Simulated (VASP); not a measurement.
Ti:

```xyz
2
Lattice="2.9391 0.0000 0.0000 -1.4695 2.5453 0.0000 0.0000 0.0000 4.6560" Properties=species:S:1:pos:R:3 pbc="T T T"
Ti    0.0000    1.6969    1.1640
Ti    1.4695    0.8484    3.4920
```

Base run:

* Program: VASP 6.6.1
* Functional: PBE
* Potentials or basis: VASP PAW PBE potentials, release 64 (Ti_sv)
* Cutoff: 520 eV
* k mesh: 10 × 10 × 6
* Occupations: fermi-dirac, width 0.1 eV
* Spin: no spin polarisation

Its results: band gap on the k mesh zero (band 12 reaches 9.08 eV, above the bottom of band 13 at 8.08 eV); pressure -0.2 GPa.

**Question.** The run is repeated on the same cell with these changes: k mesh from 10 × 10 × 6 to 3 × 3 × 2. What comes out?

**Answer.** Band gap on the k mesh zero (band 12 reaches 9.10 eV, above the bottom of band 13 at 8.11 eV); pressure -1.5 GPa.

Caveats: some runs use coarse meshes.
